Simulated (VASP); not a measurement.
Input of a VASP 6.6.1 run:

The input POSCAR:

```
Ga4SbAs3
1.0
   -2.8936630749      2.8936630749      5.7782565068
    2.8936630749     -2.8936630749      5.7782565068
    2.8936630749      2.8936630749     -5.7782565068
As Ga Sb
3 4 1
Direct
    0.2500000000      0.7500000000      0.5000000000
    0.5000000000      0.5000000000      0.0000000000
    0.7500000000      0.2500000000      0.5000000000
    0.8672292215      0.3910728006      0.0000000000
    0.1327707785      0.1327707785      0.5238435790
    0.3910728006      0.8672292215      0.0000000000
    0.6089271994      0.6089271994      0.4761564210
    0.0000000000      0.0000000000      0.0000000000
```

The input INCAR.step1:

```
SYSTEM = Ga4SbAs3
PREC = Accurate
ENCUT = 560
ISMEAR = -1
SIGMA = 0.02
LREAL = .False.
LASPH = .True.
NELM = 120
NBANDS = 66
GGA = PE
ALGO = Normal
EDIFF = 1E-5
LWAVE = .True.
LCHARG = .False.
GGA_COMPAT = .False.
```

The input INCAR.step2:

```
SYSTEM = Ga4SbAs3
PREC = Accurate
ENCUT = 560
EDIFF = 1E-6
ISMEAR = -1
SIGMA = 0.02
LREAL = .False.
LASPH = .True.
NELM = 120
ALGO = Normal
ISIF = 2
LWAVE = .False.
LCHARG = .False.
METAGGA = R2SCAN
LMIXTAU = .True.
NBANDS = 66
ISTART = 1
GGA_COMPAT = .False.
```

The input KPOINTS:

```
Automatic mesh
0
Gamma
  6 6 6
  0 0 0
```

Potentials or basis: VASP PAW PBE potentials, release 64 (As_d, Ga_d, Sb_d_GW).

Command:

```sh
$ cat potpaw_PBE.64/As_d/POTCAR potpaw_PBE.64/Ga_d/POTCAR potpaw_PBE.64/Sb_d_GW/POTCAR > POTCAR
$ cp INCAR.step1 INCAR
$ mpirun -np 1 vasp_std > vasp.out
$ cp INCAR.step2 INCAR
$ mpirun -np 1 vasp_std > vasp.out
```

Task: What does it give for the band gap on the k mesh?

Result: 0.61 eV.

Task: Estimate the pressure.

Result: 0.0 GPa.

Task: Predict the largest force.

Result: 0.007 eV/Å.

Forces in eV/Å, atoms in the order of the input:
```
As   0.000  0.000  0.000
As   0.000  0.000  0.000
As   0.000  0.000  0.000
Ga   0.002 -0.002  0.007
Ga   0.002  0.002 -0.007
Ga  -0.002  0.002  0.007
Ga  -0.002 -0.002 -0.007
Sb   0.000  0.000  0.000
```

Caveat: semilocal functionals underestimate gaps, and a narrow one can read as zero; the PAW data sets were made with another functional, which shifts forces and pressure a little; spin-orbit coupling is left out, which moves the levels of the heavy elements. A k mesh can miss the band edges.
